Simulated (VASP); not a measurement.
# As3O2 (Cmmm) in VASP: a series of runs

As3O2 is run at these levels: PBE; tasks: single point.

Program: VASP 6.6.1. These are calculated values, not measurements. Logs are shortened: lines on timing, memory, paths and dates and some standing lists are left out, and cuts for length are marked.

### Step 1. The cell of the first run

Symmetry: Cmmm, No. 65, orthorhombic system. The conventional cell has a = 4.726 Å, b = 9.873 Å, c = 3.767 Å, α = 90.00°, β = 90.00°, γ = 90.00°. Within 3.0 Å of As (site symmetry m2m) lie 3 O at 2.25 to 2.94 Å and 3 As at 2.40 to 2.68 Å. As (site symmetry mmm) has 6 O at 2.36 to 3.02 Å and 2 As at 2.68 Å within 3.1 Å. O (site symmetry mmm) has 2 O at 1.88 Å and 4 As at 2.25 to 2.36 Å within 2.5 Å. O (site symmetry mmm) has 2 O at 1.88 Å within 2.5 Å.

The cell was generated, and may not be a known phase.

### Step 2. Single point, PBE

File INCAR:

```
SYSTEM = As3O2
PREC = Accurate ; ENCUT = 520
EDIFF = 1E-6 ; ISMEAR = 0
SIGMA = 0.1 ; LREAL = .FALSE.
LASPH = .TRUE. ; NELM = 60
ALGO = Normal ; ISIF = 2
LWAVE = .FALSE. ; LCHARG = .FALSE.
GGA = PE ; NBANDS = 22
```

File KPOINTS:

```
regular mesh
0
G
  4 4 6
  0 0 0
```

File POSCAR:

```
As3O2
1.0
    4.9365915312     -2.3627894474      0.0000000000
    4.9365915312      2.3627894474      0.0000000000
    0.0000000000      0.0000000000      3.7672882004
As O
3 2
Direct
    0.7282864589      0.7282864589      0.0000000000
    0.2717135411      0.2717135411      0.0000000000
    0.0000000000      0.0000000000      0.0000000000
    0.5000000000      0.5000000000      0.0000000000
    0.5000000000      0.5000000000      0.5000000000
```

Potentials or basis: VASP PAW PBE potentials, release 64 (As, O).

Run with:

```
$ cat potpaw_PBE.64/As/POTCAR potpaw_PBE.64/O/POTCAR > POTCAR
$ mpirun -np 1 vasp_std > vasp.out
```

OUTCAR:

```text
SYSTEM = As3O2
   PREC = Accurate
   ENCUT = 520
   EDIFF = 1E-6
   ISMEAR = 0
   LREAL = .FALSE.
   LASPH = .TRUE.
   NELM = 60
   ISIF = 2
   GGA = PE

 ion  position               nearest neighbor table
   1  0.728  0.728  0.000-   4 2.25   2 2.40   2 2.40   3 2.68
   2  0.272  0.272  0.000-   4 2.25   1 2.40   1 2.40   3 2.68
   3  0.000  0.000  0.000-   4 2.36   4 2.36   1 2.68   2 2.68
   4  0.500  0.500  0.000-   5 1.88   5 1.88   1 2.25   2 2.25   3 2.36   3 2.36
   5  0.500  0.500  0.500-   4 1.88   4 1.88

  LATTYP: Found a base centered orthorhombic cell.
 ALAT       =     4.7255788948
 B/A-ratio  =     2.0893065764
 C/A-ratio  =     0.7972119997

  Lattice vectors:

 A1 = (  -4.9365915312,  -2.3627894474,   0.0000000000)
 A2 = (   4.9365915312,  -2.3627894474,   0.0000000000)
 A3 = (   0.0000000000,   0.0000000000,   3.7672882004)

Analysis of symmetry for initial positions (statically):
=====================================================================
 Subroutine PRICEL returns:
 Original cell was already a primitive cell.

 Routine SETGRP: Setting up the symmetry group for a
 base centered orthorhombic supercell.

 Subroutine GETGRP returns: Found  8 space group operations
 (whereof  8 operations were pure point group operations)
 out of a pool of  8 trial point group operations.

The static configuration has the point symmetry D_2h.

Analysis of symmetry for dynamics (positions and initial velocities):
=====================================================================
 Subroutine PRICEL returns:
 Original cell was already a primitive cell.

 Routine SETGRP: Setting up the symmetry group for a
 base centered orthorhombic supercell.

 Subroutine GETGRP returns: Found  8 space group operations
 (whereof  8 operations were pure point group operations)
 out of a pool of  8 trial point group operations.

The dynamic configuration has the point symmetry D_2h.

 Subroutine INISYM returns: Found  8 space group operations
 (whereof  8 operations are pure point group operations),
 and found     1 'primitive' translations

----------------------------------------------------------------------------------------

                                     Primitive cell

  volume of cell :      87.8843

  direct lattice vectors                    reciprocal lattice vectors
     4.936591531 -2.362789447  0.000000000     0.101284458 -0.211614285  0.000000000
     4.936591531  2.362789447  0.000000000     0.101284458  0.211614285  0.000000000
     0.000000000  0.000000000  3.767288200     0.000000000  0.000000000  0.265442925

  length of vectors
     5.472906898  5.472906898  3.767288200     0.234604235  0.234604235  0.265442925

  position of ions in fractional coordinates (direct lattice)
     0.728286459  0.728286459  0.000000000
     0.271713541  0.271713541  0.000000000
     0.000000000  0.000000000  0.000000000
     0.500000000  0.500000000  0.000000000
     0.500000000  0.500000000  0.500000000

  ion indices of the primitive-cell ions
   primitive index   ion index
                 1           1
                 2           2
                 3           3
                 4           4
                 5           5

----------------------------------------------------------------------------------------

 KPOINTS: regular mesh

Automatic generation of k-mesh.
 Grid dimensions read from file:
 generate k-points for:    4    4    6

 Generating k-lattice:

  Cartesian coordinates                     Fractional coordinates (reciprocal lattice)
     0.025321115 -0.052903571  0.000000000     0.250000000  0.000000000  0.000000000
     0.025321115  0.052903571  0.000000000     0.000000000  0.250000000  0.000000000
     0.000000000  0.000000000  0.044240488     0.000000000  0.000000000  0.166666667

  Length of vectors
     0.058651059  0.058651059  0.044240488

  Shift w.r.t. Gamma in fractional coordinates (k-lattice)
     0.000000000  0.000000000  0.000000000

 Subroutine IBZKPT returns following result:
 ===========================================

 Found     28 irreducible k-points:

 Following reciprocal coordinates:
            Coordinates               Weight
  0.000000  0.000000  0.000000      1.000000
  0.250000  0.000000  0.000000      4.000000
  0.500000  0.000000  0.000000      2.000000
  0.250000  0.250000  0.000000      2.000000
  0.500000  0.250000  0.000000      4.000000
 -0.250000  0.250000  0.000000      2.000000
[... 16 lines left out ...]
  0.250000  0.000000  0.500000      4.000000
  0.500000  0.000000  0.500000      2.000000
 [... further k-points ...]
   k-points           NKPTS =     28   k-points in BZ     NKDIM =     28   number of bands    NBANDS=     22
   number of dos      NEDOS =    301   number of ions     NIONS =      5
   total plane-waves  NPLWV =  49392
   dimension x,y,z NGX =    42 NGY =   42 NGZ =   28
   dimension x,y,z NGXF=    84 NGYF=   84 NGZF=   56
   ions per type =               3   2
   NGX,Y,Z   is equivalent  to a cutoff of  12.76, 12.76, 12.36 a.u.
   NGXF,Y,Z  is equivalent  to a cutoff of  25.52, 25.52, 24.71 a.u.
 SYSTEM =  As3O2
   PREC   = accura    normal or accurate (medium, high low for compatibility)
   ISTART =      0    job   : 0-new  1-cont  2-samecut
   ICHARG =      2    charge: 1-file 2-atom 10-const
   ISPIN  =      1    spin polarized calculation?
   LNONCOLLINEAR =      F non collinear calculations
   LSORBIT =      F    spin-orbit coupling
   LASPH  =      T    aspherical Exc in radial PAW
   ENCUT  =  520.0 eV  38.22 Ry    6.18 a.u.  10.18 10.18  7.00*2*pi/ulx,y,z
   NELM   =     60;   NELMIN=  2; NELMDL= -5     # of ELM steps
   EDIFF  = 0.1E-05   stopping-criterion for ELM
   LREAL  =      F    real-space projection
   EDIFFG = 0.1E-04   stopping-criterion for IOM
   NSW    =      0    number of steps for IOM
   IBRION =     -1    ionic relax: 0-MD 1-quasi-New 2-CG
   NFREE  =      0    steps in history (QN), initial steepest desc. (CG)
   ISIF   =      2    stress and relaxation
   ISYM   =      2    0-nonsym 1-usesym 2-fastsym
   POTIM  = 0.5000    time-step for ionic-motion
   TEBEG  =    0.0;   TEEND  =   0.0 temperature during run
   PSTRESS=    0.0 pullay stress
   NELECT =      27.0000    total number of electrons
   NUPDOWN=      -1.0000    fix difference up-down
   EMIN   =  10.00;   EMAX   =-10.00  energy-range for DOS
   EFERMI =   0.00;   METHOD = LEGACY
   ISMEAR =     0;   SIGMA  =   0.10  broadening in eV -4-tet -1-fermi 0-gaus
   EFERMI_NEDOS =   21; number of points for ismear=-14 and -15
   IALGO  =     38    algorithm
   IMIX   =      4    mixing-type and parameters
     AMIX     =   0.40;   BMIX     =  1.00
     AMIX_MAG =   1.60;   BMIX_MAG =  1.00
  volume/ion in A,a.u.               =      17.58       118.61
  Fermi-wavevector in a.u.,A,eV,Ry     =   1.104653  2.087491 16.602610  1.220257
  Thomas-Fermi vector in A             =   2.241129
   LORBIT       =      0    0 simple, 1 ext, 2 COOP (PROOUT), +10 PAW based schemes
   GGA     = PE    functional components
   LHFCALC =     F    Hartree Fock is set to
   AEXX    =    0.0000 exact exchange contribution
   IVDW    =     0    specifies the selected vdW correction
   LEPSILON=     F    determine dielectric tensor
   LRPA    =     F    only Hartree local field effects (RPA)
 non-spin polarized calculation
 Gauss-broadening in eV      SIGMA  =   0.10
  energy-cutoff  :      520.00
  volume of cell :       87.88
 maximum number of plane-waves:      2380
 NGX is ok and might be reduce to    42
   NGX = 21   NGY = 21   NGZ = 15

 number of electron      27.0000006 magnetization

 Free energy of the ion-electron system (eV)
  ---------------------------------------------------
  ext. energy  EPLUGINS =         0.00000000
  ---------------------------------------------------
  free energy    TOTEN  =       -20.67567210 eV

  energy without entropy =      -20.66755067  energy(sigma->0) =      -20.67161138

 E-fermi :   3.4928     XC(G=0):  -9.8343

 val. band max:        3.4665635130   @ k =   0.2500   0.0000   0.5000
 cond. band min:       3.5557847126   @ k =   0.5000   0.5000   0.1667
 fundamental gap:      0.0892211996
 Fermi energy:         3.4927797066

 k-point     1 :       0.0000    0.0000    0.0000
  band No.  band energies     occupation
      1     -16.3924      2.00000
      2     -11.3735      2.00000
      3      -9.6715      2.00000
      4      -5.9274      2.00000
      5      -4.9690      2.00000
      6      -3.1994      2.00000
[... 14 lines left out ...]
     21      11.7522      0.00000
     22      12.3144      0.00000

 k-point     2 :       0.2500    0.0000    0.0000
  band No.  band energies     occupation
      1     -16.3491      2.00000
      2     -11.3553      2.00000
      3      -9.4850      2.00000
      4      -6.7788      2.00000
      5      -6.1918      2.00000
      6      -3.1533      2.00000
[... 14 lines left out ...]
     21      10.3482      0.00000
     22      12.1185      0.00000

 k-point     3 :       0.5000    0.0000    0.0000
  band No.  band energies     occupation
      1     -16.3050      2.00000
      2     -11.3370      2.00000
      3      -9.0696      2.00000
      4      -7.8742      2.00000
      5      -6.7927      2.00000
      6      -3.1065      2.00000
[... 14 lines left out ...]
     21      10.2736      0.00000
     22      10.4816      0.00000
[... 476 lines left out ...]
 k-point    23 :       0.2500    0.0000    0.5000
  band No.  band energies     occupation
      1     -15.4804      2.00000
      2     -13.3039      2.00000
      3      -9.1208      2.00000
      4      -6.3838      2.00000
      5      -5.7871      2.00000
      6      -2.2976      2.00000
[... 14 lines left out ...]
     21      10.6135      0.00000
     22      11.3232      0.00000

 k-point    24 :       0.5000    0.0000    0.5000
  band No.  band energies     occupation
      1     -15.4290      2.00000
      2     -13.2957      2.00000
      3      -8.6732      2.00000
      4      -7.5161      2.00000
      5      -6.3725      2.00000
      6      -1.2346      2.00000
[... 14 lines left out ...]
     21       9.8363      0.00000
     22      13.2193      0.00000

 [... further k-points ...]

------------------------ aborting loop because EDIFF is reached ----------------------------------------

  FORCE on cell =-STRESS in cart. coord.  units (eV):
  Direction    XX          YY          ZZ          XY          YZ          ZX
  --------------------------------------------------------------------------------------
  -------------------------------------------------------------------------------------
  Total       -0.0100264      0.1606214     -0.0310122      0.0000000      0.0000000      0.0000000
  in kB       -0.1827858      2.9282149     -0.5653686      0.0000000      0.0000000      0.0000000
  external PRESSURE =       0.7266868 kB  Pullay stress =       0.0000000 kB

 VOLUME and BASIS-vectors are now :
 -----------------------------------------------------------------------------
  energy-cutoff  :      520.00
  volume of cell :       87.88
      direct lattice vectors                 reciprocal lattice vectors
     4.936591531 -2.362789447  0.000000000     0.101284458 -0.211614285  0.000000000
     4.936591531  2.362789447  0.000000000     0.101284458  0.211614285  0.000000000
     0.000000000  0.000000000  3.767288200     0.000000000  0.000000000  0.265442925

 POSITION                                       TOTAL-FORCE (eV/Angst)
 -----------------------------------------------------------------------------------
      7.19051      0.00000      0.00000        -0.039175     -0.000000      0.000000
      2.68268      0.00000      0.00000         0.039175     -0.000000      0.000000
      0.00000      0.00000      0.00000         0.000000     -0.000000      0.000000
      4.93659      0.00000      0.00000        -0.000000      0.000000      0.000000
      4.93659      0.00000      1.88364        -0.000000     -0.000000      0.000000
 -----------------------------------------------------------------------------------
    total drift:                               -0.000000     -0.000000     -0.000000

  FREE ENERGIE OF THE ION-ELECTRON SYSTEM (eV)
  ---------------------------------------------------
  free  energy   TOTEN  =       -20.6756720986 eV

  energy  without entropy=      -20.6675506698  energy(sigma->0) =      -20.67161138
```

It took 72 s on 1 thread of Intel Xeon Platinum 8488C (Sapphire Rapids), shared host; peak memory 0.22 GiB.

What came out:

```yaml
Free_energy: -20.6757 eV
Pressure: 0.1 GPa
Largest_force: 0.039 eV/Å
Band_gap_on_the_k_mesh: zero (an odd number of electrons rules out a gap without spin polarisation)
```

Forces on the atoms (eV/Å):
```
As  -0.039  0.000  0.000
As   0.039  0.000  0.000
As   0.000  0.000  0.000
O    0.000  0.000  0.000
O    0.000  0.000  0.000
```

Stress tensor (GPa, compression positive):
```
-0.02  0.00  0.00
 0.00  0.29  0.00
 0.00  0.00 -0.06
```

Caveat: the k points lie up to 0.37 Å⁻¹ apart, too coarse for converged energies and pressures of a metal; an odd number of electrons without spin polarisation forces a metal; a magnetic or distorted state may lie lower.

### Step 3. Single point, PBE

This run uses another cell than the first one, of 17.54 Å³/atom.

File INCAR:

```
PREC     = Accurate       # precision mode
ENCUT    = 520            # plane-wave cutoff, eV
EDIFF    = 1E-6           # SCF threshold, eV
ISMEAR   = 0              # smearing method
SIGMA    = 0.1            # smearing width, eV
LREAL    = F              # projectors in reciprocal space
LASPH    = T              # aspherical terms in the spheres
NELM     = 100            # most SCF steps
ALGO     = Normal         # electronic algorithm
ISIF     = 2              # what is computed and relaxed
LWAVE    = F              # write WAVECAR
LCHARG   = T              # write CHGCAR
GGA      = PE             # functional
LELF     = T              # ELF
LVHAR    = T            
NBANDS   = 22             # bands
```

File KPOINTS:

```
Automatic mesh
0
Gamma
  10 10 10
```

File POSCAR:

```
As3O2
1.0
    2.4970753823     -4.7431724563      0.0000000000
    2.4970753823      4.7431724563      0.0000000000
    0.0000000000      0.0000000000      3.7016414411
As O
3 2
Direct
    0.7325443875      0.2674556125      0.0000000000
    0.2674556125      0.7325443875      0.0000000000
    0.0000000000      0.0000000000      0.0000000000
    0.5000000000      0.5000000000      0.0000000000
    0.5000000000      0.5000000000      0.5000000000
```

Potentials or basis: VASP PAW PBE potentials, release 64 (As, O).

Run with:

```
$ cat potpaw_PBE.64/As/POTCAR potpaw_PBE.64/O/POTCAR > POTCAR
$ mpirun -np 1 vasp_std > vasp.out
```

OUTCAR:

```text
PREC = Accurate
   ENCUT = 520
   EDIFF = 1E-6
   ISMEAR = 0
   LREAL = F
   LASPH = T
   NELM = 100
   ISIF = 2
   GGA = PE

 ion  position               nearest neighbor table
   1  0.733  0.267  0.000-   4 2.21   2 2.52   2 2.52   3 2.54
   2  0.267  0.733  0.000-   4 2.21   1 2.52   1 2.52   3 2.54
   3  0.000  0.000  0.000-   1 2.54   2 2.54
   4  0.500  0.500  0.000-   5 1.85   5 1.85   1 2.21   2 2.21
   5  0.500  0.500  0.500-   4 1.85   4 1.85
[... 804 lines left out ...]
  Direction    XX          YY          ZZ          XY          YZ          ZX
  --------------------------------------------------------------------------------------
  -------------------------------------------------------------------------------------
  Total        0.0549505      0.0523233     -0.0162159      0.0000000      0.0000000      0.0000000
  in kB        1.0040547      0.9560496     -0.2962966      0.0000000      0.0000000      0.0000000
  external PRESSURE =       0.5546026 kB  Pullay stress =       0.0000000 kB

 VOLUME and BASIS-vectors are now :
 -----------------------------------------------------------------------------
  energy-cutoff  :      520.00
  volume of cell :       87.68
      direct lattice vectors                 reciprocal lattice vectors
     2.497075382 -4.743172456  0.000000000     0.200234243 -0.105414679  0.000000000
     2.497075382  4.743172456  0.000000000     0.200234243  0.105414679  0.000000000
     0.000000000  0.000000000  3.701641441     0.000000000  0.000000000  0.270150423

 POSITION                                       TOTAL-FORCE (eV/Angst)
 -----------------------------------------------------------------------------------
      2.49708     -2.20600      0.00000         0.000000      0.019622      0.000000
      2.49708      2.20600      0.00000         0.000000     -0.019622      0.000000
      0.00000      0.00000      0.00000         0.000000      0.000000      0.000000
      2.49708      0.00000      0.00000         0.000000      0.000000      0.000000
      2.49708      0.00000      1.85082         0.000000      0.000000      0.000000
 -----------------------------------------------------------------------------------
    total drift:                                0.000000      0.000000     -0.000000

  FREE ENERGIE OF THE ION-ELECTRON SYSTEM (eV)
  ---------------------------------------------------
  free  energy   TOTEN  =       -20.4621395042 eV

  energy  without entropy=      -20.4491380162  energy(sigma->0) =      -20.45563876
```

OSZICAR:

```text
N       E                     dE             d eps       ncg     rms          rms(c)
DAV:   1     0.124635136314E+03    0.12464E+03   -0.12158E+04  8184   0.106E+03
DAV:   2    -0.128108779037E+02   -0.13745E+03   -0.13053E+03 11040   0.202E+02
DAV:   3    -0.229824213342E+02   -0.10172E+02   -0.99966E+01 10132   0.565E+01
DAV:   4    -0.230737982037E+02   -0.91377E-01   -0.91212E-01  9002   0.592E+00
DAV:   5    -0.230746098975E+02   -0.81169E-03   -0.81137E-03 10248   0.492E-01    0.112E+01
DAV:   6    -0.240135592349E+02   -0.93895E+00   -0.62377E+01  8702   0.288E+01    0.178E+01
DAV:   7    -0.209509932484E+02    0.30626E+01   -0.45001E+01  8878   0.155E+01    0.599E+00
DAV:   8    -0.206806554268E+02    0.27034E+00   -0.10292E+00  8366   0.621E+00    0.406E+00
DAV:   9    -0.204917036448E+02    0.18895E+00   -0.44109E-01  8948   0.340E+00    0.173E+00
DAV:  10    -0.204643919116E+02    0.27312E-01   -0.18186E-01 10030   0.185E+00    0.529E-01
DAV:  11    -0.204624625520E+02    0.19294E-02   -0.15459E-02  9306   0.638E-01    0.239E-01
DAV:  12    -0.204623386883E+02    0.12386E-03   -0.72825E-03  8592   0.364E-01    0.122E-01
DAV:  13    -0.204621316417E+02    0.20705E-03   -0.10696E-03  9302   0.151E-01    0.252E-02
DAV:  14    -0.204621385660E+02   -0.69244E-05   -0.60128E-05  9094   0.464E-02    0.816E-03
DAV:  15    -0.204621407966E+02   -0.22306E-05   -0.46003E-06  9096   0.139E-02    0.110E-02
DAV:  16    -0.204621395821E+02    0.12145E-05   -0.12739E-05  7360   0.130E-02    0.269E-03
DAV:  17    -0.204621395042E+02    0.77835E-07   -0.82738E-07  4488   0.487E-03
   1 F= -.20462140E+02 E0= -.20455639E+02  d E =-.130015E-01
```

Wall time 4.4 min (1 thread of Intel Xeon Platinum 8488C (Sapphire Rapids), shared host); peak memory 0.41 GiB.

What came out:

```
Free energy            : -20.4621 eV
Pressure               : 0.1 GPa
Largest force          : 0.020 eV/Å
Band gap on the k mesh : zero (an odd number of electrons rules out a gap without spin polarisation)
```

Forces in eV/Å, atoms in the order of the input:
```
As   0.000  0.020  0.000
As   0.000 -0.020  0.000
As   0.000  0.000  0.000
O    0.000  0.000  0.000
O    0.000  0.000  0.000
```

Levels at points of the mesh, in eV from the Fermi level:
```csv
k point,band 9,band 10,band 11,band 12,band 13,band 14,band 15,band 16,band 17,band 18
"(0.00, 0.00, 0.00)",-5.20,-0.83,-0.78,-0.49,-0.40,2.20,2.32,2.51,2.91,4.05
"(0.50, 0.00, 0.00)",-3.29,-0.80,-0.57,-0.31,-0.18,1.00,1.44,1.48,2.17,2.96
"(0.50, 0.50, 0.00)",-3.70,-0.97,-0.70,-0.54,-0.50,0.11,0.78,3.06,3.64,4.05
"(0.00, 0.00, 0.50)",-4.14,-2.37,-1.74,-1.57,-0.72,-0.44,-0.08,1.10,2.58,2.91
"(0.50, 0.00, 0.50)",-2.90,-2.62,-2.33,-1.40,-0.72,-0.46,0.14,0.91,1.81,1.86
"(0.50, 0.50, 0.50)",-3.26,-2.29,-1.80,-1.66,-0.71,-0.58,-0.45,0.53,1.19,3.28
```

Caveat: an odd number of electrons without spin polarisation forces a metal; a magnetic or distorted state may lie lower.

(Part 1 of 2 ends here.)

The gap in the log of VASP goes by the Fermi energy; the results here count the filled bands.